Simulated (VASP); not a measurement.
# Hf6Pt (Im-3m) in VASP: a series of runs

Hf6Pt is run at these levels: PBE; tasks: relaxation of cell and atoms, single point.

All numbers are computed with VASP 6.6.1; they aren't measurements. Logs are shortened: lines on timing, memory, paths and dates and some standing lists are left out, and cuts for length are marked.

## (1) The cell of the first run

It takes space group Im-3m (No. 229, cubic). Conventional cell: a = 6.488 Å, b = 6.488 Å, c = 6.488 Å, α = 90.00°, β = 90.00°, γ = 90.00°. Hf (site symmetry 4mm) has 1 Pt at 1.78 Å within 2.4 Å. Pt (site symmetry m-3m) has 6 Hf at 1.78 Å within 2.4 Å.

The cell was built from a structure type or drawn by symmetry, and may not be a known phase.

## (2) Relaxation of cell and atoms, PBE

Contents of INCAR:

```
SYSTEM = Hf6Pt
ALGO = Normal ; EDIFF = 1E-7
EDIFFG = -0.04 ; ENCUT = 600
GGA = PE ; IBRION = 2
ISIF = 3 ; ISMEAR = 0
LASPH = .True. ; LCHARG = .False.
LREAL = .False. ; LWAVE = .False.
NELM = 60 ; NSW = 90
PREC = Accurate ; SIGMA = 0.1
```

Contents of KPOINTS:

```
k-points
0
Gamma
  4 4 4
  0 0 0
```

Contents of POSCAR:

```
Hf6Pt
1.0
   -3.2438057700      3.2438057700      3.2438057700
    3.2438057700     -3.2438057700      3.2438057700
    3.2438057700      3.2438057700     -3.2438057700
Hf Pt
6 1
Direct
    0.7256271800      0.7256271800      0.0000000000
    0.2743728200      0.2743728200      0.0000000000
    0.0000000000      0.2743728200      0.2743728200
    0.0000000000      0.7256271800      0.7256271800
    0.7256271800      0.0000000000      0.7256271800
    0.2743728200      0.0000000000      0.2743728200
    0.0000000000      0.0000000000      0.0000000000
```

Potentials or basis: VASP PAW PBE potentials, release 64 (Hf_pv, Pt).

On the command line:

```bash
> cat potpaw_PBE.64/Hf_pv/POTCAR potpaw_PBE.64/Pt/POTCAR > POTCAR
> mpirun -np 1 vasp_std > vasp.out
```

OUTCAR:

```text
SYSTEM = Hf6Pt
   EDIFF = 1E-7
   EDIFFG = -0.04
   ENCUT = 600
   GGA = PE
   IBRION = 2
   ISIF = 3
   ISMEAR = 0
   LASPH = .True.
   LREAL = .False.
   NELM = 60
   NSW = 90
   PREC = Accurate

 ion  position               nearest neighbor table
   1  0.726  0.726  0.000-   7 1.78   5 2.52   4 2.52   3 2.52   6 2.52   2 2.93   2 3.56   6 3.85
                             3 3.85   6 3.85   3 3.85   5 3.85   4 3.85   4 3.85   5 3.85
   2  0.274  0.274  0.000-   7 1.78   4 2.52   5 2.52   6 2.52   3 2.52   1 2.93   1 3.56   6 3.85
                             3 3.85   6 3.85   3 3.85   5 3.85   5 3.85   4 3.85   4 3.85
   3  0.000  0.274  0.274-   7 1.78   1 2.52   5 2.52   6 2.52   2 2.52   4 2.93   4 3.56   2 3.85
                             6 3.85   2 3.85   6 3.85   5 3.85   1 3.85   5 3.85   1 3.85
   4  0.000  0.726  0.726-   7 1.78   5 2.52   1 2.52   6 2.52   2 2.52   3 2.93   3 3.56   6 3.85
                             2 3.85   2 3.85   6 3.85   1 3.85   5 3.85   5 3.85   1 3.85
   5  0.726  0.000  0.726-   7 1.78   4 2.52   1 2.52   3 2.52   2 2.52   6 2.93   6 3.56   3 3.85
                             2 3.85   2 3.85   3 3.85   1 3.85   4 3.85   4 3.85   1 3.85
   6  0.274  0.000  0.274-   7 1.78   1 2.52   4 2.52   3 2.52   2 2.52   5 2.93   5 3.56   2 3.85
                             3 3.85   2 3.85   3 3.85   4 3.85   1 3.85   1 3.85   4 3.85
   7  0.000  0.000  0.000-   1 1.78   4 1.78   5 1.78   2 1.78   3 1.78   6 1.78

 -----------------------------------------------------------------------------
|                                                                             |
|           W    W    AA    RRRRR   N    N  II  N    N   GGGG   !!!           |
|           W    W   A  A   R    R  NN   N  II  NN   N  G    G  !!!           |
|           W    W  A    A  R    R  N N  N  II  N N  N  G       !!!           |
|           W WW W  AAAAAA  RRRRR   N  N N  II  N  N N  G  GGG   !            |
|           WW  WW  A    A  R   R   N   NN  II  N   NN  G    G                |
|           W    W  A    A  R    R  N    N  II  N    N   GGGG   !!!           |
|                                                                             |
|     The distance between some ions is very small. Please check the          |
|     nearest-neighbor list in the OUTCAR file.                               |
|     I HOPE YOU KNOW WHAT YOU ARE DOING!                                     |
|                                                                             |
 -----------------------------------------------------------------------------

  LATTYP: Found a body centered cubic cell.
 ALAT       =     6.4876115400

  Lattice vectors:

 A1 = (  -3.2438057700,   3.2438057700,   3.2438057700)
 A2 = (   3.2438057700,  -3.2438057700,   3.2438057700)
 A3 = (   3.2438057700,   3.2438057700,  -3.2438057700)

Analysis of symmetry for initial positions (statically):
=====================================================================
 Subroutine PRICEL returns:
 Original cell was already a primitive cell.

 Routine SETGRP: Setting up the symmetry group for a
 body centered cubic supercell.

 Subroutine GETGRP returns: Found 48 space group operations
 (whereof 48 operations were pure point group operations)
 out of a pool of 48 trial point group operations.

The static configuration has the point symmetry O_h .

Analysis of symmetry for dynamics (positions and initial velocities):
=====================================================================
 Subroutine PRICEL returns:
 Original cell was already a primitive cell.

 Routine SETGRP: Setting up the symmetry group for a
 body centered cubic supercell.

 Subroutine GETGRP returns: Found 48 space group operations
 (whereof 48 operations were pure point group operations)
 out of a pool of 48 trial point group operations.

The dynamic configuration has the point symmetry O_h .

 Subroutine INISYM returns: Found 48 space group operations
 (whereof 48 operations are pure point group operations),
 and found     1 'primitive' translations

----------------------------------------------------------------------------------------

                                     Primitive cell

  volume of cell :     136.5289

  direct lattice vectors                    reciprocal lattice vectors
    -3.243805770  3.243805770  3.243805770     0.000000000  0.154139932  0.154139932
     3.243805770 -3.243805770  3.243805770     0.154139932  0.000000000  0.154139932
[... 46 lines left out ...]
 ===========================================

 Found      8 irreducible k-points:

 Following reciprocal coordinates:
            Coordinates               Weight
  0.000000  0.000000  0.000000      1.000000
  0.250000  0.000000  0.000000     12.000000
  0.500000  0.000000  0.000000      6.000000
  0.250000  0.250000  0.000000     24.000000
  0.250000  0.250000  0.250000      2.000000
 -0.250000  0.250000  0.250000      6.000000
  0.500000  0.500000  0.250000     12.000000
  0.500000  0.500000  0.500000      1.000000
   k-points           NKPTS =      8   k-points in BZ     NKDIM =      8   number of bands    NBANDS=     42
   number of dos      NEDOS =    301   number of ions     NIONS =      7
   total plane-waves  NPLWV = 110592
   dimension x,y,z NGX =    48 NGY =   48 NGZ =   48
   dimension x,y,z NGXF=    96 NGYF=   96 NGZF=   96
   ions per type =               6   1
   NGX,Y,Z   is equivalent  to a cutoff of  14.20, 14.20, 14.20 a.u.
   NGXF,Y,Z  is equivalent  to a cutoff of  28.41, 28.41, 28.41 a.u.
 SYSTEM =  Hf6Pt
   PREC   = accura    normal or accurate (medium, high low for compatibility)
   ISTART =      0    job   : 0-new  1-cont  2-samecut
   ICHARG =      2    charge: 1-file 2-atom 10-const
   ISPIN  =      1    spin polarized calculation?
   LNONCOLLINEAR =      F non collinear calculations
   LSORBIT =      F    spin-orbit coupling
   LASPH  =      T    aspherical Exc in radial PAW
   ENCUT  =  600.0 eV  44.10 Ry    6.64 a.u.  11.22 11.22 11.22*2*pi/ulx,y,z
   NELM   =     60;   NELMIN=  2; NELMDL= -5     # of ELM steps
   EDIFF  = 0.1E-06   stopping-criterion for ELM
   LREAL  =      F    real-space projection
   EDIFFG = -.4E-01   stopping-criterion for IOM
   NSW    =     90    number of steps for IOM
   IBRION =      2    ionic relax: 0-MD 1-quasi-New 2-CG
   NFREE  =      1    steps in history (QN), initial steepest desc. (CG)
   ISIF   =      3    stress and relaxation
   ISYM   =      2    0-nonsym 1-usesym 2-fastsym
   POTIM  = 0.5000    time-step for ionic-motion
   TEBEG  =    0.0;   TEEND  =   0.0 temperature during run
   PSTRESS=    0.0 pullay stress
   NELECT =      70.0000    total number of electrons
   NUPDOWN=      -1.0000    fix difference up-down
   EMIN   =  10.00;   EMAX   =-10.00  energy-range for DOS
   EFERMI =   0.00;   METHOD = LEGACY
   ISMEAR =     0;   SIGMA  =   0.10  broadening in eV -4-tet -1-fermi 0-gaus
   EFERMI_NEDOS =   21; number of points for ismear=-14 and -15
   IALGO  =     38    algorithm
   IMIX   =      4    mixing-type and parameters
     AMIX     =   0.40;   BMIX     =  1.00
     AMIX_MAG =   1.60;   BMIX_MAG =  1.00
  volume/ion in A,a.u.               =      19.50       131.62
  Fermi-wavevector in a.u.,A,eV,Ry     =   1.310286  2.476081 23.359144  1.716849
  Thomas-Fermi vector in A             =   2.440826
   LORBIT       =      0    0 simple, 1 ext, 2 COOP (PROOUT), +10 PAW based schemes
   GGA     = PE    functional components
   LHFCALC =     F    Hartree Fock is set to
   AEXX    =    0.0000 exact exchange contribution
   IVDW    =     0    specifies the selected vdW correction
   LEPSILON=     F    determine dielectric tensor
   LRPA    =     F    only Hartree local field effects (RPA)
 conjugate gradient relaxation of ions
 non-spin polarized calculation
 Gauss-broadening in eV      SIGMA  =   0.10
  energy-cutoff  :      600.00
  volume of cell :      136.53
 maximum number of plane-waves:      4562
 NGX is ok and might be reduce to    48
   NGX = 23   NGY = 23   NGZ = 23

--------------------------------------- Ionic step        1  -------------------------------------------

 number of electron      70.0000002 magnetization

 Free energy of the ion-electron system (eV)
  ---------------------------------------------------
  ext. energy  EPLUGINS =         0.00000000
  ---------------------------------------------------
  free energy    TOTEN  =        18.42877435 eV

  energy without entropy =       18.48005125  energy(sigma->0) =       18.45441280

------------------------ aborting loop because EDIFF is reached ----------------------------------------

  FORCE on cell =-STRESS in cart. coord.  units (eV):
  Direction    XX          YY          ZZ          XY          YZ          ZX
  --------------------------------------------------------------------------------------
  -------------------------------------------------------------------------------------
  Total      185.9870678    185.9870678    185.9870678     -0.0000000      0.0000000     -0.0000000
  in kB     2182.5731722   2182.5731722   2182.5731722     -0.0000000      0.0000000     -0.0000000
  external PRESSURE =    2182.5731722 kB  Pullay stress =       0.0000000 kB
[... 28 lines left out ...]
--------------------------------------- Ionic step        2  -------------------------------------------

 number of electron      69.9999694 magnetization

------------------------ aborting loop EDIFF was not reached (unconverged)  ----------------------------

  FORCE on cell =-STRESS in cart. coord.  units (eV):
  Direction    XX          YY          ZZ          XY          YZ          ZX
  --------------------------------------------------------------------------------------
  -------------------------------------------------------------------------------------
  Total     -178.5311292   -178.5311292   -178.5311292      0.0000000      0.0000000      0.0000000
  in kB     -176.3496691   -176.3496691   -176.3496691      0.0000000      0.0000000      0.0000000
  external PRESSURE =    -176.3496691 kB  Pullay stress =       0.0000000 kB
[... 1534 lines left out ...]
     41       5.4512      0.00000
     42       5.4562      0.00000

[... ionic steps 4 to 26 ...]

--------------------------------------- Ionic step       27  -------------------------------------------

 number of electron      70.0000014 magnetization

------------------------ aborting loop because EDIFF is reached ----------------------------------------
[... 77 lines left out ...]
--------------------------------------- Ionic step       29  -------------------------------------------

 number of electron      70.0000014 magnetization

 Free energy of the ion-electron system (eV)
  ---------------------------------------------------
  ext. energy  EPLUGINS =         0.00000000
  ---------------------------------------------------
  free energy    TOTEN  =       -56.21785717 eV

  energy without entropy =      -56.12598041  energy(sigma->0) =      -56.17191879

 E-fermi :   3.3054     XC(G=0):  -9.8368

 val. band max:        3.2850620472   @ k =   0.2500   0.2500   0.2500
 cond. band min:       3.3204350978   @ k =   0.5000   0.5000   0.2500
 fundamental gap:      0.0353730505
 Fermi energy:         3.3053770818
[... 392 lines left out ...]
  FREE ENERGIE OF THE ION-ELECTRON SYSTEM (eV)
  ---------------------------------------------------
  free  energy   TOTEN  =       -56.2178571676 eV

  energy  without entropy=      -56.1259804141  energy(sigma->0) =      -56.17191879

 reached required accuracy - stopping structural energy minimisation
```

Run time: 43 min. Hardware: 1 thread of Intel Xeon Platinum 8488C (Sapphire Rapids), shared host; peak memory 0.37 GiB.

What came out:

- Free energy: -56.2179 eV
- Relaxed volume: 29.24 Å³/atom
- Relaxed cell: a = 6.430 Å, b = 6.430 Å, c = 6.430 Å, α = 109.47°, β = 109.47°, γ = 109.47°
- Space group after relaxing (to 0.1 Å): Im-3m (No. 229)
- Pressure after relaxing: 0.1 GPa
- Largest force after relaxing: 0.011 eV/Å
- Band gap on the k mesh: zero (bands 35 and 36 overlap by 0.35 eV)

Forces in eV/Å, atoms in the order of the input:
```
Hf   0.000  0.000  0.011
Hf   0.000  0.000 -0.011
Hf  -0.011  0.000  0.000
Hf   0.011  0.000  0.000
Hf   0.000  0.011  0.000
Hf   0.000 -0.011  0.000
Pt   0.000  0.000  0.000
```

Final structure:
```
Hf Pt
1.0
    -3.71244    3.71244    3.71244
     3.71244   -3.71244    3.71244
     3.71244    3.71244   -3.71244
Hf Pt
6 1
Cartesian
  0.0000 0.0000 2.4775
  0.0000 0.0000 4.9474
  4.9474 0.0000 0.0000
  2.4775 0.0000 0.0000
  0.0000 2.4775 0.0000
  0.0000 4.9474 0.0000
  0.0000 0.0000 0.0000
```

Levels at points of the mesh, in eV from the Fermi level:
| k point | band 33 | band 34 | band 35 | band 36 | band 37 | band 38 |
| --- | --- | --- | --- | --- | --- | --- |
| (0.00, 0.00, 0.00) | -0.40 | -0.23 | -0.23 | -0.23 | 1.01 | 1.01 |
| (0.50, 0.00, 0.00) | -0.65 | -0.63 | 0.12 | 0.33 | 0.38 | 0.57 |
| (0.50, 0.50, 0.50) | -0.40 | -0.22 | -0.22 | -0.22 | 0.83 | 1.02 |

Caveat: the volume moved by over 15 % at a fixed basis, so the end points are rough; spin-orbit coupling is left out, which moves the levels of the heavy elements.

## (3) Single point, PBE

This run uses another cell than the first one, of 29.39 Å³/atom.

Contents of INCAR:

```
ALGO = Normal
EDIFF = 1E-6
ENCUT = 520
GGA = PE
ISIF = 2
ISMEAR = 0
LASPH = T
LCHARG = F
LREAL = F
LWAVE = F
NBANDS = 44
NELM = 80
PREC = Accurate
SIGMA = 0.1
```

Contents of KPOINTS:

```
k-points
0
Gamma
  4 4 4
```

Contents of POSCAR:

```
Hf6Pt
1.0
   -3.7189805829      3.7189805829      3.7189805829
    3.7189805829     -3.7189805829      3.7189805829
    3.7189805829      3.7189805829     -3.7189805829
Hf Pt
6 1
Direct
    0.6662546770      0.6662546770      0.0000000000
    0.3337453230      0.3337453230      0.0000000000
    0.0000000000      0.3337453230      0.3337453230
    0.0000000000      0.6662546770      0.6662546770
    0.6662546770      0.0000000000      0.6662546770
    0.3337453230      0.0000000000      0.3337453230
    0.0000000000      0.0000000000      0.0000000000
```

Potentials or basis: VASP PAW PBE potentials, release 64 (Hf_pv, Pt).

On the command line:

```bash
> cat potpaw_PBE.64/Hf_pv/POTCAR potpaw_PBE.64/Pt/POTCAR > POTCAR
> mpirun -np 1 vasp_std > vasp.out
```

Run time: 2.4 min. Hardware: 1 thread of Oxide Virtual Turin-like, shared host; peak memory 0.31 GiB.

Results (log left out):

```
Free energy            : -56.2297 eV
Pressure               : -0.3 GPa
Largest force          : 0.049 eV/Å
Band gap on the k mesh : zero (bands 35 and 36 overlap by 0.35 eV)
```

Forces in eV/Å, atoms in the order of the input:
```
Hf   0.000  0.000  0.049
Hf   0.000  0.000 -0.049
Hf  -0.049  0.000  0.000
Hf   0.049  0.000  0.000
Hf   0.000  0.049  0.000
Hf   0.000 -0.049  0.000
Pt   0.000  0.000  0.000
```

Levels at points of the mesh, in eV from the Fermi level:
| k point | band 32 | band 33 | band 34 | band 35 | band 36 | band 37 | band 38 | band 39 |
| --- | --- | --- | --- | --- | --- | --- | --- | --- |
| (0.00, 0.00, 0.00) | -0.40 | -0.40 | -0.23 | -0.23 | -0.23 | 1.01 | 1.01 | 1.01 |
| (0.50, 0.00, 0.00) | -0.77 | -0.65 | -0.62 | 0.12 | 0.33 | 0.38 | 0.57 | 0.59 |
| (0.50, 0.50, 0.50) | -1.53 | -0.39 | -0.21 | -0.21 | -0.21 | 0.82 | 1.02 | 1.02 |

Caveat: spin-orbit coupling is left out, which moves the levels of the heavy elements.
